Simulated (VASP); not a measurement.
# TiO2 (I4_1/amd) in VASP: a series of runs, part 2 of 2

VASP 6.6.1.

### Step 3. Relaxation of shape and atoms at fixed volume, PBE (11.90 Å³/atom)

This run uses another cell than the first one, of 11.90 Å³/atom.

The input, INCAR:

```
SYSTEM = TiO2
PREC = Accurate
ENCUT = 600
EDIFF = 1E-6
ISMEAR = 0
SIGMA = 0.05
LREAL = .False.
LASPH = .True.
NELM = 80
ALGO = Normal
ISIF = 4
LWAVE = .False.
LCHARG = .False.
GGA = PE
IBRION = 2
NSW = 60
EDIFFG = -0.01
```

The input, KPOINTS:

```
regular mesh
0
Gamma
  8 8 8
  0 0 0
```

The input, POSCAR:

```
TiO2
1.0
   -1.9120081576      1.9120081576      4.8822747810
    1.9120081576     -1.9120081576      4.8822747810
    1.9120081576      1.9120081576     -4.8822747810
Ti O
2 4
Direct
    0.0000000000      0.0000000000      0.0000000000
    0.7500000000      0.2500000000      0.5000000000
    0.2064586324      0.2064586324      0.0000000000
    0.9564586324      0.4564586324      0.5000000000
    0.5435413676      0.0435413676      0.5000000000
    0.7935413676      0.7935413676      0.0000000000
```

Potentials or basis: VASP PAW PBE potentials, release 64 (Ti_sv, O).

The run is started by

```sh
cat potpaw_PBE.64/Ti_sv/POTCAR potpaw_PBE.64/O/POTCAR > POTCAR
mpirun -np 1 vasp_std > vasp.out
```

Wall time 15 min (1 thread of Oxide Virtual Turin-like, shared host); peak memory 0.37 GiB.

The run converged. Its results:

```yaml
Free_energy: -53.8652 eV
Energy_gained_by_relaxing: 0.3 meV/atom
Ionic_steps: 5
Pressure_after_relaxing: -3.0 GPa
Band_gap_on_the_k_mesh: 2.13 eV (least direct gap 2.38 eV)
```

The path:
```csv
step,energy change (eV),largest force (eV/Å),pressure (GPa),volume (Å³)
1,0.0000,0.0853,-3.45,71.39
2,-0.0009,0.0233,-3.29,71.39
3,-0.0009,0.0067,-3.24,71.39
4,-0.0014,0.0054,-3.17,71.39
5,-0.0019,0.0003,-2.99,71.39
```

Final structure:
```
Ti O
1.0
    -1.90693    1.90693    4.90833
     1.90693   -1.90693    4.90833
     1.90693    1.90693   -4.90833
Ti O
2 4
Cartesian
  0.0000 0.0000 0.0000
  0.0000 1.9069 2.4542
  0.0000 0.0000 2.0146
  0.0000 1.9069 4.4688
  0.0000 1.9069 0.4395
  0.0000 0.0000 7.8020
```

Levels at points of the mesh, in eV from the valence-band top:
```tsv
k point	band 22	band 23	band 24	band 25	band 26	band 27
(0.00, 0.00, 0.00)	-0.76	-0.35	-0.35	2.13	2.75	3.97
(0.50, 0.00, 0.00)	-0.82	-0.80	-0.61	3.17	3.41	3.45
(0.50, 0.50, 0.00)	-1.88	-0.03	-0.03	3.15	3.15	3.61
(0.50, 0.50, 0.50)	-1.18	-0.05	-0.05	2.43	2.43	3.67
```

### Step 4. Relaxation of shape and atoms at fixed volume, PBE (12.13 Å³/atom)

This run uses another cell than the first one, of 12.13 Å³/atom.

INCAR, as its differences from that of step 3:

```diff
@@ -8,3 +8,3 @@
 LASPH = .True.
-NELM = 80
+NELM = 100
 ALGO = Normal
```

The input, KPOINTS:

```
Automatic mesh
0
Gamma
  8 8 8
  0 0 0
```

The input, POSCAR:

```
TiO2
1.0
   -1.9192625076      1.9192625076      4.9404454532
    1.9192625076     -1.9192625076      4.9404454532
    1.9192625076      1.9192625076     -4.9404454532
Ti O
2 4
Direct
    0.0000000000      0.0000000000      0.0000000000
    0.7500000000      0.2500000000      0.5000000000
    0.2050884634      0.2050884634      0.0000000000
    0.9550884634      0.4550884634      0.5000000000
    0.5449115366      0.0449115366      0.5000000000
    0.7949115366      0.7949115366      0.0000000000
```

Potentials or basis: VASP PAW PBE potentials, release 64 (Ti_sv, O).

The run is started by

```sh
cat potpaw_PBE.64/Ti_sv/POTCAR potpaw_PBE.64/O/POTCAR > POTCAR
mpirun -np 1 vasp_std > vasp.out
```

OUTCAR:

```text
SYSTEM = TiO2
   PREC = Accurate
   ENCUT = 600
   EDIFF = 1E-6
   ISMEAR = 0
   LREAL = .False.
   LASPH = .True.
   NELM = 100
   ISIF = 4
   GGA = PE
   IBRION = 2
   NSW = 60
   EDIFFG = -0.01

 ion  position               nearest neighbor table
   1  0.000  0.000  0.000-   5 1.97   4 1.97   5 1.97   4 1.97   3 2.03   6 2.03
   2  0.750  0.250  0.500-   6 1.97   3 1.97   6 1.97   3 1.97   4 2.03   5 2.03
   3  0.205  0.205  0.000-   2 1.97   2 1.97   1 2.03
   4  0.955  0.455  0.500-   1 1.97   1 1.97   2 2.03
   5  0.545  0.045  0.500-   1 1.97   1 1.97   2 2.03
   6  0.795  0.795  0.000-   2 1.97   2 1.97   1 2.03

  LATTYP: Found a body centered tetragonal cell.
 ALAT       =     3.8385250152
 C/A-ratio  =     2.5741374271

  Lattice vectors:

 A1 = (  -1.9192625076,   1.9192625076,   4.9404454532)
 A2 = (   1.9192625076,  -1.9192625076,   4.9404454532)
 A3 = (   1.9192625076,   1.9192625076,  -4.9404454532)

Analysis of symmetry for initial positions (statically):
=====================================================================
 Subroutine PRICEL returns:
 Original cell was already a primitive cell.

 Routine SETGRP: Setting up the symmetry group for a
 body centered tetragonal supercell.

 Subroutine GETGRP returns: Found 16 space group operations
 (whereof  8 operations were pure point group operations)
 out of a pool of 16 trial point group operations.

The static configuration has the point symmetry D_2d.
 The point group associated with its full space group is D_4h.

Analysis of symmetry for dynamics (positions and initial velocities):
=====================================================================
 Subroutine PRICEL returns:
 Original cell was already a primitive cell.

 Routine SETGRP: Setting up the symmetry group for a
 body centered tetragonal supercell.

 Subroutine GETGRP returns: Found 16 space group operations
 (whereof  8 operations were pure point group operations)
[... 139 lines left out ...]
   IVDW    =     0    specifies the selected vdW correction
   LEPSILON=     F    determine dielectric tensor
   LRPA    =     F    only Hartree local field effects (RPA)
 conjugate gradient relaxation of ions
 non-spin polarized calculation
 Gauss-broadening in eV      SIGMA  =   0.05
  energy-cutoff  :      600.00
  volume of cell :       72.79
 maximum number of plane-waves:      2452
 NGX is ok and might be reduce to    48
   NGX = 23   NGY = 23   NGZ = 23

--------------------------------------- Ionic step        1  -------------------------------------------

 number of electron      47.9999999 magnetization

 Free energy of the ion-electron system (eV)
  ---------------------------------------------------
  ext. energy  EPLUGINS =         0.00000000
  ---------------------------------------------------
  free energy    TOTEN  =       -53.82719640 eV

  energy without entropy =      -53.82719640  energy(sigma->0) =      -53.82719640

------------------------ aborting loop because EDIFF is reached ----------------------------------------

  FORCE on cell =-STRESS in cart. coord.  units (eV):
  Direction    XX          YY          ZZ          XY          YZ          ZX
  --------------------------------------------------------------------------------------
  -------------------------------------------------------------------------------------
  Total       -2.9180852     -2.9180852     -2.9524833      0.0000000      0.0000000      0.0000000
  in kB      -64.2264165    -64.2264165    -64.9835105      0.0000000      0.0000000      0.0000000
  external PRESSURE =     -64.4787812 kB  Pullay stress =       0.0000000 kB
[... 147 lines left out ...]
--------------------------------------- Ionic step        5  -------------------------------------------

 number of electron      47.9999999 magnetization

 Free energy of the ion-electron system (eV)
  ---------------------------------------------------
  ext. energy  EPLUGINS =         0.00000000
  ---------------------------------------------------
  free energy    TOTEN  =       -53.82888873 eV

  energy without entropy =      -53.82888873  energy(sigma->0) =      -53.82888873

 E-fermi :   3.1066     XC(G=0): -10.3841

 val. band max:        2.7551440250   @ k =  -0.3750   0.3750   0.0000
 cond. band min:       4.8802806686   @ k =   0.0000   0.0000   0.0000
 fundamental gap:      2.1251366436
 Fermi energy:         3.1066275986

 k-point     1 :       0.0000    0.0000    0.0000
  band No.  band energies     occupation
      1     -53.7733      2.00000
      2     -53.7327      2.00000
      3     -30.1558      2.00000
      4     -29.9639      2.00000
      5     -29.9639      2.00000
      6     -29.9138      2.00000
[... 733 lines left out ...]
     27       6.1274      0.00000
     28       6.2491      0.00000

 [... further k-points ...]

------------------------ aborting loop because EDIFF is reached ----------------------------------------

  FORCE on cell =-STRESS in cart. coord.  units (eV):
  Direction    XX          YY          ZZ          XY          YZ          ZX
  --------------------------------------------------------------------------------------
  -------------------------------------------------------------------------------------
  Total       -2.7608855     -2.7608855     -2.7583972      0.0000000      0.0000000      0.0000000
  in kB      -60.7664846    -60.7664846    -60.7117175      0.0000000      0.0000000      0.0000000
  external PRESSURE =     -60.7482289 kB  Pullay stress =       0.0000000 kB
[... 21 lines left out ...]
  FREE ENERGIE OF THE ION-ELECTRON SYSTEM (eV)
  ---------------------------------------------------
  free  energy   TOTEN  =       -53.8288887299 eV

  energy  without entropy=      -53.8288887299  energy(sigma->0) =      -53.82888873

 reached required accuracy - stopping structural energy minimisation
```

It took 17 min on 1 thread of Oxide Virtual Turin-like, shared host; peak memory 0.36 GiB.

What came out:

```
Free energy               : -53.8289 eV
Energy gained by relaxing : 0.3 meV/atom
Ionic steps               : 5
Pressure after relaxing   : -6.1 GPa
Band gap on the k mesh    : 2.13 eV (least direct gap 2.35 eV)
```

Forces in eV/Å, atoms in the order of the input:
```
Ti   0.000  0.000  0.000
Ti   0.000  0.000  0.000
O    0.000  0.000  0.003
O    0.000  0.000  0.003
O    0.000  0.000 -0.003
O    0.000  0.000 -0.003
```

The path:
| step | energy change (eV) | largest force (eV/Å) | pressure (GPa) | volume (Å³) |
| --- | --- | --- | --- | --- |
| 1 | 0.0000 | 0.0791 | -6.45 | 72.79 |
| 2 | -0.0008 | 0.0256 | -6.33 | 72.79 |
| 3 | -0.0009 | 0.0039 | -6.26 | 72.79 |
| 4 | -0.0013 | 0.0027 | -6.20 | 72.79 |
| 5 | -0.0017 | 0.0027 | -6.07 | 72.79 |

Final structure:
```
Ti O
1.0
    -1.91435    1.91435    4.96582
     1.91435   -1.91435    4.96582
     1.91435    1.91435   -4.96582
Ti O
2 4
Cartesian
  0.0000 0.0000 0.0000
  0.0000 1.9144 2.4829
  0.0000 0.0000 2.0254
  0.0000 1.9144 4.5083
  0.0000 1.9144 0.4575
  0.0000 0.0000 7.9062
```

Levels at points of the mesh, in eV from the valence-band top:
```
           k point  band 21  band 22  band 23  band 24  band 25  band 26  band 27  band 28
(0.00, 0.00, 0.00)    -0.79    -0.76    -0.31    -0.31     2.13     2.71     3.95     3.95
(0.50, 0.00, 0.00)    -1.73    -0.81    -0.74    -0.60     3.13     3.35     3.36     3.46
(0.50, 0.50, 0.00)    -1.81    -1.81    -0.05    -0.05     3.07     3.07     3.53     3.53
(0.50, 0.50, 0.50)    -1.15    -1.15    -0.04    -0.04     2.41     2.41     3.62     3.62
```

### Step 5. Summary

```tsv
task	spin	cell	k mesh	cutoff (eV)	gap on the mesh (eV)	pressure (GPa)
single point	collinear	a = 5.544 Å, angles 139.9, 139.9, 58.0°, 6 atoms, atomic positions A	10 × 10 × 10	520	2.11	0.7
relaxation of shape and atoms at fixed volume	off	relaxed from a = 5.581 Å, angles 139.9, 139.9, 58.0°, 6 atoms, atomic positions A	8 × 8 × 8	600	2.13	-3.0
relaxation of shape and atoms at fixed volume	off	relaxed from a = 5.637 Å, angles 140.2, 140.2, 57.6°, 6 atoms, atomic positions B	8 × 8 × 8	600	2.13	-6.1
```

Alike in all rows: level PBE; potentials or basis VASP PAW PBE potentials, release 64 (Ti_sv, O); smearing gaussian 0.05 eV.

Total energies depend on the potentials used, so only differences within one code and one set of settings carry meaning.
